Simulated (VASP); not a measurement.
# InO in VASP: notebook

Runs on InO. Level: PBE. Tasks: single point.

Program: VASP 6.6.1. These are calculated values, not measurements. Logs are shortened: lines on timing, memory, paths and dates and some standing lists are left out, and cuts for length are marked.

## (1) The cell of the first run

The cell holds a slab with vacuum, 4 atoms: a = 3.315 Å, b = 3.315 Å, c = 16.512 Å, α = 90.00°, β = 90.00°, γ = 120.00°.

## (2) Single point, PBE (strain -0.040 along x and y, +0.040 along z)

File INCAR:

```
PREC = Accurate ; ENCUT = 520
EDIFF = 1E-6 ; ISMEAR = 0
SIGMA = 0.03 ; LREAL = F
LASPH = T ; NELM = 100
ALGO = Normal ; ISIF = 2
LWAVE = F ; LCHARG = T
GGA = PE ; LELF = T
LVHAR = T ; NBANDS = 27
```

File KPOINTS:

```
regular mesh
0
Gamma
  12 12 2
```

File POSCAR:

```
InO
1.0
    3.3154692493      0.0000000000      0.0000000000
   -1.6577346247      2.8712805953      0.0000000000
    0.0000000000      0.0000000000     16.5121840000
In O
2 2
Direct
    0.6666666667      0.3333333333      0.5900210000
    0.6666666667      0.3333333333      0.4099790000
    0.0000000000      0.0000000000      0.6398670000
    0.0000000000      0.0000000000      0.3601330000
```

Potentials or basis: VASP PAW PBE potentials, release 64 (In_d, O).

Command:

```console
> cat potpaw_PBE.64/In_d/POTCAR potpaw_PBE.64/O/POTCAR > POTCAR
> mpirun -np 1 vasp_std > vasp.out
```

OUTCAR:

```text
PREC = Accurate
   ENCUT = 520
   EDIFF = 1E-6
   ISMEAR = 0
   LREAL = F
   LASPH = T
   NELM = 100
   ISIF = 2
   GGA = PE

 ion  position               nearest neighbor table
   1  0.667  0.333  0.590-   3 2.08   3 2.08   3 2.08   2 2.97
   2  0.667  0.333  0.410-   4 2.08   4 2.08   4 2.08   1 2.97
   3  0.000  0.000  0.640-   1 2.08   1 2.08   1 2.08
   4  0.000  0.000  0.360-   2 2.08   2 2.08   2 2.08

  LATTYP: Found a hexagonal cell.
 ALAT       =     3.3154692493
 C/A-ratio  =     4.9803459958

  Lattice vectors:

 A1 = (   3.3154692493,   0.0000000000,   0.0000000000)
 A2 = (  -1.6577346247,   2.8712805953,   0.0000000000)
 A3 = (   0.0000000000,   0.0000000000,  16.5121840000)

Analysis of symmetry for initial positions (statically):
=====================================================================
 Subroutine PRICEL returns:
 Original cell was already a primitive cell.

 Routine SETGRP: Setting up the symmetry group for a
 hexagonal supercell.

 Subroutine GETGRP returns: Found 12 space group operations
 (whereof 12 operations were pure point group operations)
 out of a pool of 24 trial point group operations.

The static configuration has the point symmetry D_3h.

Analysis of symmetry for dynamics (positions and initial velocities):
=====================================================================
 Subroutine PRICEL returns:
 Original cell was already a primitive cell.

 Routine SETGRP: Setting up the symmetry group for a
 hexagonal supercell.

 Subroutine GETGRP returns: Found 12 space group operations
 (whereof 12 operations were pure point group operations)
 out of a pool of 24 trial point group operations.

The dynamic configuration has the point symmetry D_3h.

 Subroutine INISYM returns: Found 12 space group operations
 (whereof 12 operations are pure point group operations),
 and found     1 'primitive' translations

----------------------------------------------------------------------------------------

                                     Primitive cell

  volume of cell :     157.1901

  direct lattice vectors                    reciprocal lattice vectors
     3.315469249  0.000000000  0.000000000     0.301616430  0.174138327  0.000000000
    -1.657734625  2.871280595  0.000000000     0.000000000  0.348276655  0.000000000
     0.000000000  0.000000000 16.512184000     0.000000000  0.000000000  0.060561341

  length of vectors
     3.315469249  3.315469249 16.512184000     0.348276655  0.348276655  0.060561341

  position of ions in fractional coordinates (direct lattice)
     0.666666667  0.333333333  0.590021000
     0.666666667  0.333333333  0.409979000
     0.000000000  0.000000000  0.639867000
     0.000000000  0.000000000  0.360133000

  ion indices of the primitive-cell ions
   primitive index   ion index
                 1           1
                 2           2
                 3           3
                 4           4

----------------------------------------------------------------------------------------

 KPOINTS: regular mesh

Automatic generation of k-mesh.
 Grid dimensions read from file:
 generate k-points for:   12   12    2

 Generating k-lattice:

  Cartesian coordinates                     Fractional coordinates (reciprocal lattice)
     0.025134703  0.014511527  0.000000000     0.083333333  0.000000000  0.000000000
     0.000000000  0.029023055  0.000000000     0.000000000  0.083333333  0.000000000
     0.000000000  0.000000000  0.030280670     0.000000000  0.000000000  0.500000000

  Length of vectors
     0.029023055  0.029023055  0.030280670

  Shift w.r.t. Gamma in fractional coordinates (k-lattice)
     0.000000000  0.000000000  0.000000000

 Subroutine IBZKPT returns following result:
 ===========================================

 Found     38 irreducible k-points:

 Following reciprocal coordinates:
            Coordinates               Weight
  0.000000  0.000000  0.000000      1.000000
  0.083333 -0.000000  0.000000      6.000000
  0.166667 -0.000000  0.000000      6.000000
  0.250000  0.000000  0.000000      6.000000
  0.333333 -0.000000  0.000000      6.000000
  0.416667  0.000000  0.000000      6.000000
[... 16 lines left out ...]
  0.250000  0.000000  0.500000      6.000000
  0.333333 -0.000000  0.500000      6.000000
 [... further k-points ...]
   k-points           NKPTS =     38   k-points in BZ     NKDIM =     38   number of bands    NBANDS=     27
   number of dos      NEDOS =    301   number of ions     NIONS =      4
   total plane-waves  NPLWV =  98784
   dimension x,y,z NGX =    28 NGY =   28 NGZ =  126
   dimension x,y,z NGXF=    56 NGYF=   56 NGZF=  252
   ions per type =               2   2
   NGX,Y,Z   is equivalent  to a cutoff of  14.04, 14.04, 12.69 a.u.
   NGXF,Y,Z  is equivalent  to a cutoff of  28.08, 28.08, 25.37 a.u.
 SYSTEM =  unknown system
   PREC   = accura    normal or accurate (medium, high low for compatibility)
   ISTART =      0    job   : 0-new  1-cont  2-samecut
   ICHARG =      2    charge: 1-file 2-atom 10-const
   ISPIN  =      1    spin polarized calculation?
   LNONCOLLINEAR =      F non collinear calculations
   LSORBIT =      F    spin-orbit coupling
   LASPH  =      T    aspherical Exc in radial PAW
   ENCUT  =  520.0 eV  38.22 Ry    6.18 a.u.   6.16  6.16 30.70*2*pi/ulx,y,z
   NELM   =    100;   NELMIN=  2; NELMDL= -5     # of ELM steps
   EDIFF  = 0.1E-05   stopping-criterion for ELM
   LREAL  =      F    real-space projection
   EDIFFG = 0.1E-04   stopping-criterion for IOM
   NSW    =      0    number of steps for IOM
   IBRION =     -1    ionic relax: 0-MD 1-quasi-New 2-CG
   NFREE  =      0    steps in history (QN), initial steepest desc. (CG)
   ISIF   =      2    stress and relaxation
   ISYM   =      2    0-nonsym 1-usesym 2-fastsym
   POTIM  = 0.5000    time-step for ionic-motion
   TEBEG  =    0.0;   TEEND  =   0.0 temperature during run
   PSTRESS=    0.0 pullay stress
   NELECT =      38.0000    total number of electrons
   NUPDOWN=      -1.0000    fix difference up-down
   EMIN   =  10.00;   EMAX   =-10.00  energy-range for DOS
   EFERMI =   0.00;   METHOD = LEGACY
   ISMEAR =     0;   SIGMA  =   0.03  broadening in eV -4-tet -1-fermi 0-gaus
   EFERMI_NEDOS =   21; number of points for ismear=-14 and -15
   IALGO  =     38    algorithm
   IMIX   =      4    mixing-type and parameters
     AMIX     =   0.40;   BMIX     =  1.00
     AMIX_MAG =   1.60;   BMIX_MAG =  1.00
  volume/ion in A,a.u.               =      39.30       265.19
  Fermi-wavevector in a.u.,A,eV,Ry     =   1.019830  1.927199 14.150774  1.040053
  Thomas-Fermi vector in A             =   2.153365
   LORBIT       =      0    0 simple, 1 ext, 2 COOP (PROOUT), +10 PAW based schemes
   GGA     = PE    functional components
   LHFCALC =     F    Hartree Fock is set to
   AEXX    =    0.0000 exact exchange contribution
   IVDW    =     0    specifies the selected vdW correction
   LEPSILON=     F    determine dielectric tensor
   LRPA    =     F    only Hartree local field effects (RPA)
 non-spin polarized calculation
 Gauss-broadening in eV      SIGMA  =   0.03
  energy-cutoff  :      520.00
  volume of cell :      157.19
 maximum number of plane-waves:      4278
 NGX is ok and might be reduce to    28
   NGX = 13   NGY = 13   NGZ = 61

 number of electron      38.0000002 magnetization

 Free energy of the ion-electron system (eV)
  ---------------------------------------------------
  ext. energy  EPLUGINS =         0.00000000
  ---------------------------------------------------
  free energy    TOTEN  =       -19.20223267 eV

  energy without entropy =      -19.20222398  energy(sigma->0) =      -19.20222833

 E-fermi :  -1.1007     XC(G=0):  -4.9222

 val. band max:       -1.1603816815   @ k =   0.3333   0.3333   0.5000
 cond. band min:      -1.0459478506   @ k =   0.0000   0.0000   0.5000
 fundamental gap:      0.1144338309
 Fermi energy:        -1.1007115701

 k-point     1 :       0.0000    0.0000    0.0000
  band No.  band energies     occupation
      1     -19.6782      2.00000
      2     -19.6626      2.00000
      3     -15.0910      2.00000
      4     -15.0910      2.00000
      5     -15.0621      2.00000
      6     -15.0621      2.00000
[... 19 lines left out ...]
     26       8.8632      0.00000
     27       9.0629      0.00000

 k-point     2 :       0.0833   -0.0000    0.0000
  band No.  band energies     occupation
      1     -19.6646      2.00000
      2     -19.6501      2.00000
      3     -15.0854      2.00000
      4     -15.0667      2.00000
      5     -15.0405      2.00000
      6     -15.0371      2.00000
[... 19 lines left out ...]
     26       8.0075      0.00000
     27       8.8911      0.00000

 k-point     3 :       0.1667   -0.0000    0.0000
  band No.  band energies     occupation
      1     -19.6306      2.00000
      2     -19.6188      2.00000
      3     -15.0569      2.00000
      4     -15.0032      2.00000
      5     -14.9751      2.00000
      6     -14.9695      2.00000
[... 19 lines left out ...]
     26       7.0309      0.00000
     27       8.5068      0.00000

 k-point     4 :       0.2500    0.0000    0.0000
  band No.  band energies     occupation
      1     -19.5909      2.00000
      2     -19.5819      2.00000
      3     -15.0106      2.00000
      4     -14.9292      2.00000
      5     -14.8912      2.00000
      6     -14.8816      2.00000
[... 19 lines left out ...]
     26       7.5690      0.00000
     27       7.7223      0.00000
[... 516 lines left out ...]
      4     -15.0032      2.00000
      5     -14.9751      2.00000
      6     -14.9695      2.00000
[... 19 lines left out ...]
     26       7.7312      0.00000
     27       8.4988      0.00000

 k-point    23 :       0.2500    0.0000    0.5000
  band No.  band energies     occupation
      1     -19.5909      2.00000
      2     -19.5819      2.00000
      3     -15.0106      2.00000
      4     -14.9292      2.00000
      5     -14.8912      2.00000
      6     -14.8816      2.00000
[... 19 lines left out ...]
     26       7.3025      0.00000
     27       8.0931      0.00000

 k-point    24 :       0.3333   -0.0000    0.5000
  band No.  band energies     occupation
      1     -19.5592      2.00000
      2     -19.5520      2.00000
      3     -14.9893      2.00000
      4     -14.8827      2.00000
      5     -14.8585      2.00000
      6     -14.8079      2.00000
[... 19 lines left out ...]
     26       7.5957      0.00000
     27       7.7769      0.00000

 [... further k-points ...]

------------------------ aborting loop because EDIFF is reached ----------------------------------------

  FORCE on cell =-STRESS in cart. coord.  units (eV):
  Direction    XX          YY          ZZ          XY          YZ          ZX
  --------------------------------------------------------------------------------------
  -------------------------------------------------------------------------------------
  Total        5.2491500      5.2491500     -0.5562260     -0.0000000      0.0000000     -0.0000000
  in kB       53.5025411     53.5025411     -5.6693950     -0.0000000      0.0000000     -0.0000000
  external PRESSURE =      33.7785624 kB  Pullay stress =       0.0000000 kB

 VOLUME and BASIS-vectors are now :
 -----------------------------------------------------------------------------
  energy-cutoff  :      520.00
  volume of cell :      157.19
      direct lattice vectors                 reciprocal lattice vectors
     3.315469249  0.000000000  0.000000000     0.301616430  0.174138327  0.000000000
    -1.657734625  2.871280595  0.000000000     0.000000000  0.348276655  0.000000000
     0.000000000  0.000000000 16.512184000     0.000000000  0.000000000  0.060561341

 POSITION                                       TOTAL-FORCE (eV/Angst)
 -----------------------------------------------------------------------------------
      1.65773      0.95709      9.74254         0.000000      0.000000     -1.023167
      1.65773      0.95709      6.76965        -0.000000      0.000000      1.023167
      0.00000      0.00000     10.56560        -0.000000     -0.000000      0.552802
      0.00000      0.00000      5.94658         0.000000     -0.000000     -0.552802
 -----------------------------------------------------------------------------------
    total drift:                                0.000001     -0.000000      0.000000

  FREE ENERGIE OF THE ION-ELECTRON SYSTEM (eV)
  ---------------------------------------------------
  free  energy   TOTEN  =       -19.2022326715 eV

  energy  without entropy=      -19.2022239843  energy(sigma->0) =      -19.20222833
```

It took 2.2 min on 1 thread of Intel Xeon 6975P-C (Granite Rapids), shared host; peak memory 0.37 GiB.

Results:

| Quantity | Value |
| --- | --- |
| Free energy | -19.2022 eV |
| Largest force | 1.023 eV/Å |
| Band gap on the k mesh | 0.11 eV (least direct gap 1.33 eV) |

Forces on the atoms (eV/Å):
```
In   0.000  0.000 -1.023
In   0.000  0.000  1.023
O    0.000  0.000  0.553
O    0.000  0.000 -0.553
```

Levels at points of the mesh, in eV from the valence-band top:
| k point | band 17 | band 18 | band 19 | band 20 | band 21 | band 22 |
| --- | --- | --- | --- | --- | --- | --- |
| (0.00, 0.00, 0.00) | -2.04 | -2.04 | -1.22 | 0.11 | 3.12 | 5.82 |
| (0.50, 0.00, 0.00) | -2.96 | -2.64 | -0.44 | 2.07 | 4.11 | 4.84 |
| (0.00, 0.00, 0.50) | -2.04 | -2.04 | -1.22 | 0.11 | 3.12 | 5.63 |
| (0.50, 0.00, 0.50) | -2.96 | -2.64 | -0.44 | 2.07 | 4.11 | 4.83 |

Caveat: the cell differs from its parent crystal (strain -0.040 along x and y, +0.040 along z); spin-orbit coupling is left out, which moves the levels of the heavy elements.

(Part 1 of 2 ends here.)
